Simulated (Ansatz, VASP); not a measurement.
**Sn2TeO2: VASP beside Ansatz**

```xyz
5
Lattice="4.1145 0.0000 0.0000 -2.0572 3.5632 0.0000 0.0000 0.0000 8.1517" Properties=species:S:1:pos:R:3 pbc="T T T"
Sn    0.0000    0.0000    5.9027
Sn    0.0000    0.0000    2.2491
Te    2.0572    1.1877    0.0000
O     0.0000    0.0000    0.0000
O     0.0000    2.3755    0.0000
```

Alike in both runs: functional PBE; k mesh 6 × 6 × 2; occupations gaussian, width 0.1 eV; no spin polarisation.

Ansatz relaxed the structure, and its values are those at the end. VASP's run is a single point on that final structure, the one shown.

```csv
,VASP,Ansatz
version,VASP 6.6.1,Ansatz 0.2.0
potentials or method,"VASP PAW PBE potentials, release 64 (Sn_d, Te, O), cutoff 520 eV","scalar-relativistic, plane waves, PAW"
valence electrons in the cell,46,56
```

Ansatz gave:

* gap on the k mesh at the Fermi level (eV): none
* pressure (GPa): -0.2
* rms of the force components (eV/Å): 0.005

Question: What did VASP give for the same quantities?

Answer: gap on the k mesh at the Fermi level (eV): none; pressure (GPa): -0.4; rms of the force components (eV/Å): 0.012.

A gap of «none» marks a metal or a gap that the smearing closes. VASP's potentials hold 46 valence electrons a cell and Ansatz's 56, so a difference there can come from the potentials and not from the codes.

The k mesh is coarse, so the values compare programs but aren't converged. Neither program's run includes spin-orbit coupling.
